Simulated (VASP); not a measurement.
**SnTe: single point with PBE-based screened hybrid with 25 % exact exchange**

The system is SnTe.

```
Sn Te
1.0
     0.00000    3.15650    3.15650
     3.15650    0.00000    3.15650
     3.15650    3.15650    0.00000
Sn Te
1 1
Cartesian
  3.1565 3.1565 3.1565
  0.0000 0.0000 0.0000
```

| Quantity | Value |
| --- | --- |
| Program | VASP 6.6.1 |
| Task | single point |
| Functional | PBE-based screened hybrid with 25 % exact exchange |
| Potentials or basis | VASP PAW PBE potentials, release 64 (Sn_d, Te) |
| Cutoff | 520 eV |
| k mesh | 6 × 6 × 6 |
| Occupations | gaussian, width 0.05 eV |
| Spin | no spin polarisation |

```json
{"Pressure": "0.9 GPa", "Band gap on the k mesh": "0.01 eV"}
```

Levels at points of the mesh, in eV from the valence-band top:
```
           k point  band 7  band 8  band 9  band 10  band 11  band 12  band 13  band 14
(0.00, 0.00, 0.00)   -5.12   -2.56   -2.56    -2.56     3.63     3.63     3.63     4.94
(0.50, 0.00, 0.00)   -9.25   -2.22   -2.22     0.00     0.01     0.38     0.38     8.15
(0.50, 0.50, 0.00)   -7.12   -6.27   -4.28    -4.28     2.24     5.31     5.31     6.86
```

Run time: 82 min on 1 thread of AMD EPYC 7R13 Processor (Zen 3), with other jobs on the host, peak memory 0.31 GiB.

Caveat: the PAW data sets were made with another functional, which shifts forces and pressure a little; spin-orbit coupling is left out, which moves the levels of the heavy elements. A k mesh can miss the band edges.
